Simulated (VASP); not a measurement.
# CdS (P6_3mc) in VASP: single point with PBE

Aim: the single point of CdS with PBE.

Program: VASP 6.6.1. These are calculated values, not measurements. Logs are shortened: lines on timing, memory, paths and dates and some standing lists are left out, and cuts for length are marked.

### 1 The cell of the first run

Symmetry: P6_3mc, No. 186, hexagonal system. Conventional cell: a = 4.197 Å, b = 4.197 Å, c = 6.829 Å, α = 90.00°, β = 90.00°, γ = 120.00°. Within 3.4 Å of Cd (site symmetry 3m) lie 4 S at 2.57 Å. Within 3.4 Å of S (site symmetry 3m) lie 4 Cd at 2.57 Å.

### 2 Single point, PBE, non-collinear spin, zero start, spin-orbit coupling

The input, INCAR:

```
SYSTEM = CdS
PREC = Accurate
ENCUT = 520
EDIFF = 1E-6
ISMEAR = 0
SIGMA = 0.02
LREAL = .False.
LASPH = .True.
NELM = 150
ALGO = Normal
ISIF = 2
LWAVE = .False.
LCHARG = .True.
MAGMOM = 0 0 0 0 0 0 0 0 0 0 0 0
LORBIT = 11
LSORBIT = .True.
GGA_COMPAT = .False.
LORBMOM = .True.
GGA = PE
LVHAR = .True.
NBANDS = 50
```

The input, KPOINTS:

```
regular mesh
0
Gamma
  9 9 4
  0 0 0
```

The input, POSCAR:

```
CdS
1.0
    4.1965610361      0.0000000000      0.0000000000
   -2.0982805180      3.6343284658      0.0000000000
    0.0000000000      0.0000000000      6.8288413438
Cd S
2 2
Direct
    0.3333333333      0.6666666667     -0.0007922000
    0.6666666667      0.3333333333      0.4992078000
    0.3333333333      0.6666666667      0.3757922000
    0.6666666667      0.3333333333      0.8757922000
```

Potentials or basis: VASP PAW PBE potentials, release 64 (Cd, S).

Launch:

```console
$ cat potpaw_PBE.64/Cd/POTCAR potpaw_PBE.64/S/POTCAR > POTCAR
$ mpirun -np 1 vasp_ncl > vasp.out
```

OUTCAR:

```text
SYSTEM = CdS
   PREC = Accurate
   ENCUT = 520
   EDIFF = 1E-6
   ISMEAR = 0
   LREAL = .False.
   LASPH = .True.
   NELM = 150
   ISIF = 2
   LORBIT = 11
   LSORBIT = .True.
   GGA = PE

 ion  position               nearest neighbor table
   1  0.333  0.667  0.999-   4 2.57   4 2.57   4 2.57   3 2.57
   2  0.667  0.333  0.499-   3 2.57   3 2.57   3 2.57   4 2.57
   3  0.333  0.667  0.376-   2 2.57   2 2.57   2 2.57   1 2.57
   4  0.667  0.333  0.876-   1 2.57   1 2.57   1 2.57   2 2.57

  LATTYP: Found a hexagonal cell.
 ALAT       =     4.1965610361
 C/A-ratio  =     1.6272469970

  Lattice vectors:

 A1 = (   4.1965610361,   0.0000000000,   0.0000000000)
 A2 = (  -2.0982805180,   3.6343284658,   0.0000000000)
 A3 = (   0.0000000000,   0.0000000000,   6.8288413438)

Analysis of symmetry for initial positions (statically):
=====================================================================
 Subroutine PRICEL returns:
 Original cell was already a primitive cell.

 Routine SETGRP: Setting up the symmetry group for a
 hexagonal supercell.

 Subroutine GETGRP returns: Found 12 space group operations
 (whereof  6 operations were pure point group operations)
 out of a pool of 24 trial point group operations.

The static configuration has the point symmetry C_3v.
 The point group associated with its full space group is C_6v.

Analysis of symmetry for dynamics (positions and initial velocities):
=====================================================================
 Subroutine PRICEL returns:
 Original cell was already a primitive cell.

 Routine SETGRP: Setting up the symmetry group for a
 hexagonal supercell.

 Subroutine GETGRP returns: Found 12 space group operations
 (whereof  6 operations were pure point group operations)
 out of a pool of 24 trial point group operations.

The dynamic configuration has the point symmetry C_3v.
 The point group associated with its full space group is C_6v.

Analysis of structural, dynamic, and magnetic symmetry:
=====================================================================
 Subroutine PRICEL returns:
 Original cell was already a primitive cell.

 Routine SETGRP: Setting up the symmetry group for a
 hexagonal supercell.

 Subroutine GETGRP returns: Found 12 space group operations
 (whereof  6 operations were pure point group operations)
 out of a pool of 24 trial point group operations.

The overall configuration has the point symmetry C_3v.
 The point group associated with its full space group is C_6v.

 Subroutine INISYM returns: Found 12 space group operations
 (whereof  6 operations are pure point group operations),
 and found     1 'primitive' translations

----------------------------------------------------------------------------------------

                                     Primitive cell

  volume of cell :     104.1513

  direct lattice vectors                    reciprocal lattice vectors
     4.196561036  0.000000000  0.000000000     0.238290350  0.137576998  0.000000000
    -2.098280518  3.634328466  0.000000000     0.000000000  0.275153996  0.000000000
     0.000000000  0.000000000  6.828841344     0.000000000  0.000000000  0.146437726

  length of vectors
     4.196561036  4.196561036  6.828841344     0.275153996  0.275153996  0.146437726

  position of ions in fractional coordinates (direct lattice)
     0.333333333  0.666666667  0.999207800
     0.666666667  0.333333333  0.499207800
     0.333333333  0.666666667  0.375792200
     0.666666667  0.333333333  0.875792200

  ion indices of the primitive-cell ions
   primitive index   ion index
                 1           1
                 2           2
                 3           3
                 4           4

----------------------------------------------------------------------------------------

 KPOINTS: regular mesh

Automatic generation of k-mesh.
 Grid dimensions read from file:
 generate k-points for:    9    9    4

[... 111 lines left out ...]
  ---------------------------------------------------
  free energy    TOTEN  =       -12.35713544 eV

  energy without entropy =      -12.35713544  energy(sigma->0) =      -12.35713544

 E-fermi :   1.0060     XC(G=0):  -8.9194

 val. band max:        0.9261205844   @ k =   0.0000   0.0000   0.0000
 cond. band min:       2.0238390888   @ k =   0.0000   0.0000   0.0000
 fundamental gap:      1.0977185044
 Fermi energy:         1.0060126280

 k-point     1 :       0.0000    0.0000    0.0000
  band No.  band energies     occupation
      1     -11.1785      1.00000
      2     -11.1785      1.00000
      3     -10.7924      1.00000
      4     -10.7924      1.00000
      5      -6.9322      1.00000
      6      -6.9322      1.00000
[... 1213 lines left out ...]
     47       7.9378      0.00000
     48       7.9633      0.00000

 [... further k-points ...]

 [bands above 48 left out]

------------------------ aborting loop because EDIFF is reached ----------------------------------------

  FORCE on cell =-STRESS in cart. coord.  units (eV):
  Direction    XX          YY          ZZ          XY          YZ          ZX
  --------------------------------------------------------------------------------------
  -------------------------------------------------------------------------------------
  Total        0.1674370      0.1674370      0.1699746      0.0000000      0.0000000      0.0000000
  in kB        2.5757120      2.5757120      2.6147481      0.0000000      0.0000000      0.0000000
  external PRESSURE =       2.5887240 kB  Pullay stress =       0.0000000 kB

 VOLUME and BASIS-vectors are now :
 -----------------------------------------------------------------------------
  energy-cutoff  :      520.00
  volume of cell :      104.15
      direct lattice vectors                 reciprocal lattice vectors
     4.196561036  0.000000000  0.000000000     0.238290350  0.137576998  0.000000000
    -2.098280518  3.634328466  0.000000000     0.000000000  0.275153996  0.000000000
     0.000000000  0.000000000  6.828841344     0.000000000  0.000000000  0.146437726

 POSITION                                       TOTAL-FORCE (eV/Angst)
 -----------------------------------------------------------------------------------
     -0.00000      2.42289      6.82343        -0.000000      0.000000      0.000479
      2.09828      1.21144      3.40901         0.000000     -0.000000      0.000479
     -0.00000      2.42289      2.56623        -0.000000      0.000000     -0.000479
      2.09828      1.21144      5.98065         0.000000      0.000000     -0.000479
 -----------------------------------------------------------------------------------
    total drift:                               -0.000000      0.000000     -0.001047

  FREE ENERGIE OF THE ION-ELECTRON SYSTEM (eV)
  ---------------------------------------------------
  free  energy   TOTEN  =       -12.3571354396 eV

  energy  without entropy=      -12.3571354396  energy(sigma->0) =      -12.35713544

 orbital moment (x)

 # of ion     p       d       tot
 ----------------------------------------
  1        -0.000   0.000   0.000
  2         0.000  -0.000  -0.000
  3         0.000   0.000   0.000
  4        -0.000   0.000  -0.000
 ----------------------------------------
            0.000  -0.000  -0.000

 orbital moment (y)

 # of ion     p       d       tot
 ----------------------------------------
  1        -0.000   0.000   0.000
  2         0.000  -0.000  -0.000
  3        -0.000   0.000  -0.000
  4         0.000   0.000   0.000
 ----------------------------------------
           -0.000   0.000   0.000

 orbital moment (z)

 # of ion     p       d       tot
 ----------------------------------------
  1         0.000  -0.000  -0.000
  2         0.000   0.000   0.000
  3         0.000   0.000   0.000
  4         0.000   0.000   0.000
 ----------------------------------------
            0.000   0.000   0.000

 Spin-Orbit-Coupling matrix elements

 Ion:    1  E_soc:     -0.0556615
 l=   1
     0.0000000    -0.0023054    -0.0023254
    -0.0023054     0.0000000    -0.0023054
    -0.0023254    -0.0023054     0.0000000
 l=   2
     0.0000000    -0.0013871     0.0000000    -0.0013871    -0.0055922
    -0.0013871     0.0000000    -0.0041890    -0.0013757    -0.0013871
     0.0000000    -0.0041890     0.0000000    -0.0041890     0.0000000
    -0.0013871    -0.0013757    -0.0041890     0.0000000    -0.0013871
    -0.0055922    -0.0013871     0.0000000    -0.0013871     0.0000000
 l=   3
     0.0000000     0.0000000     0.0000000     0.0000000     0.0000000     0.0000000     0.0000000
     0.0000000     0.0000000     0.0000000     0.0000000     0.0000000     0.0000000     0.0000000
     0.0000000     0.0000000     0.0000000     0.0000000     0.0000000     0.0000000     0.0000000
     0.0000000     0.0000000     0.0000000     0.0000000     0.0000000     0.0000000     0.0000000
[... 49 lines left out ...]
 l=   2
     0.0000000     0.0000000     0.0000000     0.0000000     0.0000000
     0.0000000     0.0000000     0.0000000     0.0000000     0.0000000
     0.0000000     0.0000000     0.0000000     0.0000000     0.0000000
     0.0000000     0.0000000     0.0000000     0.0000000     0.0000000
     0.0000000     0.0000000     0.0000000     0.0000000     0.0000000
 l=   3
     0.0000000     0.0000000     0.0000000     0.0000000     0.0000000     0.0000000     0.0000000
     0.0000000     0.0000000     0.0000000     0.0000000     0.0000000     0.0000000     0.0000000
     0.0000000     0.0000000     0.0000000     0.0000000     0.0000000     0.0000000     0.0000000
     0.0000000     0.0000000     0.0000000     0.0000000     0.0000000     0.0000000     0.0000000
     0.0000000     0.0000000     0.0000000     0.0000000     0.0000000     0.0000000     0.0000000
     0.0000000     0.0000000     0.0000000     0.0000000     0.0000000     0.0000000     0.0000000
     0.0000000     0.0000000     0.0000000     0.0000000     0.0000000     0.0000000     0.0000000

 total charge

# of ion       s       p       d       tot
------------------------------------------
    1        0.416   0.299   9.565  10.280
    2        0.416   0.299   9.565  10.280
    3        1.325   2.383   0.000   3.708
    4        1.325   2.383   0.000   3.708
--------------------------------------------------
tot          3.482   5.365  19.129  27.976

 magnetization (x)

# of ion       s       p       d       tot
------------------------------------------
    1       -0.000   0.000   0.000   0.000
    2        0.000   0.000  -0.000   0.000
    3       -0.000   0.000   0.000  -0.000
    4        0.000   0.000   0.000   0.000
--------------------------------------------------
tot         -0.000   0.000   0.000   0.000

 magnetization (y)

# of ion       s       p       d       tot
------------------------------------------
    1        0.000   0.000   0.000   0.000
    2        0.000   0.000   0.000   0.000
    3        0.000   0.000   0.000   0.000
    4        0.000   0.000   0.000   0.000
--------------------------------------------------
tot          0.000   0.000   0.000   0.000

 magnetization (z)

# of ion       s       p       d       tot
------------------------------------------
    1        0.000   0.000  -0.000   0.000
    2        0.000   0.000  -0.000  -0.000
    3        0.000  -0.000   0.000  -0.000
    4        0.000  -0.000   0.000  -0.000
--------------------------------------------------
tot          0.000  -0.000  -0.000  -0.000
```

Run time: 4.1 min. Hardware: 1 thread of Intel Xeon 6975P-C (Granite Rapids), shared host; peak memory 0.62 GiB.

Results:

```yaml
Free_energy: -12.3571 eV
Pressure: 0.3 GPa
Net_moment: 0.00 μB per cell
Valence_electrons_inside_the_program's_atomic_spheres: Cd 10.28; S 3.71
```

Moments on the atoms (μB; x, y, z):
```
Cd  0.00 0.00 0.00
Cd  0.00 0.00 0.00
S   0.00 0.00 0.00
S   0.00 0.00 0.00
```
